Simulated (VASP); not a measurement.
Input of a VASP 6.6.1 run:

The input INCAR:

```
SYSTEM = AlV2C
ALGO = Normal
EDIFF = 1E-7
EDIFFG = -0.01
ENCUT = 600
GGA = PE
IBRION = 2
ISIF = 3
ISMEAR = 0
LASPH = .True.
LCHARG = .False.
LREAL = .False.
LWAVE = .False.
NELM = 60
NSW = 100
PREC = Accurate
SIGMA = 0.1
```

Contents of KPOINTS:

```
k-points
0
Gamma
  12 12 4
  0 0 0
```

POSCAR

```
AlV2C
1.0
    2.8875989900      0.0000000000      0.0000000000
   -1.4437995000      2.5007340900      0.0000000000
    0.0000000000      0.0000000000     13.1048231100
Al V C
2 4 2
Direct
    0.3333333300      0.6666666700      0.2500000000
    0.6666666700      0.3333333300      0.7500000000
    0.3333333300      0.6666666700      0.5863842400
    0.6666666700      0.3333333300      0.4136157600
    0.6666666700      0.3333333300      0.0863842400
    0.3333333300      0.6666666700      0.9136157600
    0.0000000000      0.0000000000      0.0000000000
    0.0000000000      0.0000000000      0.5000000000
```

Potentials or basis: VASP PAW PBE potentials, release 64 (Al, V_sv, C).

Command:

```sh
$ cat potpaw_PBE.64/Al/POTCAR potpaw_PBE.64/V_sv/POTCAR potpaw_PBE.64/C/POTCAR > POTCAR
$ mpirun -np 1 vasp_std > vasp.out
```

Q: Estimate the relaxed volume.

A: 12.00 Å³/atom.

Q: What does it give for the band gap on the k mesh?

A: Zero (band 33 reaches 10.38 eV, above the bottom of band 34 at 8.74 eV).

Q: Predict the relaxed cell.

A: a = 2.906 Å, b = 2.906 Å, c = 13.131 Å, α = 90.00°, β = 90.00°, γ = 120.00°.

Q: Estimate the space group after relaxing (to 0.05 Å).

A: P6_3/mmc (No. 194).

Final structure:
```
CELL_PARAMETERS angstrom
2.90557 0.00000 0.00000
-1.45279 2.51630 0.00000
0.00000 0.00000 13.13097
ATOMIC_POSITIONS crystal
Al 0.33333 0.66667 0.25000
Al 0.66667 0.33333 0.75000
V 0.33333 0.66667 0.58550
V 0.66667 0.33333 0.41450
V 0.66667 0.33333 0.08550
V 0.33333 0.66667 0.91450
C 0.00000 0.00000 0.00000
C 0.00000 0.00000 0.50000
```
